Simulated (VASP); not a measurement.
Input of a VASP 6.6.1 run:

The input POSCAR:

```
HfO2
1.0
    4.9521745014      0.0000000000      0.0000000000
    0.0000000000      4.9521745014      0.0000000000
    0.0000000000      0.0000000000      3.2582549720
Hf O
2 4
Direct
    0.0000000000      0.0000000000      0.0000000000
    0.5000000000      0.5000000000      0.5000000000
    0.1937523359      0.8062476641      0.5000000000
    0.3062476641      0.3062476641      0.0000000000
    0.6937523359      0.6937523359      0.0000000000
    0.8062476641      0.1937523359      0.5000000000
```

INCAR.step1

```
SYSTEM = HfO2
  PREC = Accurate
  ENCUT = 520
  ISMEAR = 0
  SIGMA = 0.02
  LREAL = .FALSE.
  LASPH = .TRUE.
  NELM = 80
  NBANDS = 31
  GGA = PE
  ALGO = Normal
  EDIFF = 1E-4
  LWAVE = .TRUE.
  LCHARG = .FALSE.
```

INCAR.step2

```
SYSTEM = HfO2
  PREC = Accurate
  ENCUT = 520
  EDIFF = 1E-7
  ISMEAR = 0
  SIGMA = 0.02
  LREAL = .FALSE.
  LASPH = .TRUE.
  NELM = 80
  ALGO = Normal
  ISIF = 2
  LWAVE = .FALSE.
  LCHARG = .TRUE.
  METAGGA = R2SCAN
  LMIXTAU = .TRUE.
  LELF = .TRUE.
  LVHAR = .TRUE.
  NBANDS = 31
  ISTART = 1
```

File KPOINTS:

```
Automatic mesh
0
G
  6 6 8
  0 0 0
```

Potentials or basis: VASP PAW PBE potentials, release 64 (Hf_pv, O).

Command:

```bash
$ cat potpaw_PBE.64/Hf_pv/POTCAR potpaw_PBE.64/O/POTCAR > POTCAR
$ cp INCAR.step1 INCAR
$ mpirun -np 1 vasp_std > vasp.out
$ cp INCAR.step2 INCAR
$ mpirun -np 1 vasp_std > vasp.out
```

(1) Estimate the largest force.

(2) Estimate the band gap on the k mesh.

(3) Estimate the pressure.

Results:

(1) 0.064 eV/Å.

(2) 4.30 eV.

(3) -14.3 GPa.

Caveat: the cell stands under tension; the PAW data sets were made with another functional, which shifts forces and pressure a little; spin-orbit coupling is left out, which moves the levels of the heavy elements.
